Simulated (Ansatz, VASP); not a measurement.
# One calculation of TiC, two programs

```
Ti C
1.0
     0.00000    2.16389    2.16389
     2.16389    0.00000    2.16389
     2.16389    2.16389    0.00000
Ti C
1 1
Direct
  0.00000 0.00000 0.00000
  0.50000 0.50000 0.50000
```

Alike in both runs: functional r2SCAN; k mesh 14 × 14 × 14; occupations fermi-dirac, width 0.08 eV; no spin polarisation.

Ansatz relaxed the structure, and its values are those at the end. VASP's run is a single point on that final structure, the one shown.

```csv
,VASP,Ansatz
version,VASP 6.6.1,Ansatz 0.2.0
potentials or method,"VASP PAW PBE potentials, release 64 (Ti_sv, C)","PAW with Ansatz's default frozen-core files, scalar-relativistic"
plane-wave cutoff (eV),520,500
valence electrons in the cell,16,16
```

VASP gave:

| Item | Value |
| --- | --- |
| pressure (GPa) | 0.9 |

Task: Which values does Ansatz return?

Result: Pressure (GPa): 0.0.

VASP's potentials were made for PBE, not for r2SCAN. Ansatz's warnings: stress scf threshold loose.
